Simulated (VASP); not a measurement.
Set up this calculation in VASP 6.6.1, as the native input.

```
Task                   : single point
Functional             : LDA
Potentials or basis    : VASP PAW LDA potentials, release 64 (Sc_sv)
Cutoff                 : 520 eV
k mesh                 : 6 × 6 × 6
Occupations            : fermi-dirac, width 0.05 eV
Spin                   : no spin polarisation
Dipole correction      : no
Further INCAR settings : ALGO = Normal; EDIFF = 1e-07; NBANDS = 18
```

The structure of Sc lies in POSCAR:

```
Sc
1.0
    0.0000000000      2.9984857765      2.9984857765
    2.9984857765      0.0000000000      2.9984857765
    2.9984857765      2.9984857765      0.0000000000
Sc
2
Direct
    1.0000000000      1.0000000000      1.0000000000
    0.2500000000      0.2500000000      0.2500000000
```

One way to write it, as run:

INCAR

```
PREC     = Accurate       # precision mode
ENCUT    = 520            # plane-wave cutoff, eV
EDIFF    = 1E-7           # SCF threshold, eV
ISMEAR   = -1             # smearing method
SIGMA    = 0.05           # smearing width, eV
LREAL    = False          # projectors in reciprocal space
LASPH    = True           # aspherical terms in the spheres
NELM     = 60             # most SCF steps
ALGO     = Normal         # electronic algorithm
ISIF     = 2              # what is computed and relaxed
LWAVE    = False          # write WAVECAR
LCHARG   = True           # write CHGCAR
LELF     = True           # ELF
LVHAR    = True         
NBANDS   = 18             # bands
```

KPOINTS

```
regular mesh
0
Gamma
  6 6 6
```

Potentials or basis: VASP PAW LDA potentials, release 64 (Sc_sv).

The run is started by

```bash
$ cat potpaw_LDA.64/Sc_sv/POTCAR > POTCAR
$ mpirun -np 1 vasp_std > vasp.out
```

It gave:

The pressure is 0.1 GPa. The band gap on the k mesh is zero (band 11 reaches 3.08 eV, above the bottom of band 12 at 2.50 eV).

Wall time 5.9 s on 1 thread of Intel(R) Xeon(R) 6975P-C (Granite Rapids) (shared host), peak memory 0.15 GiB.
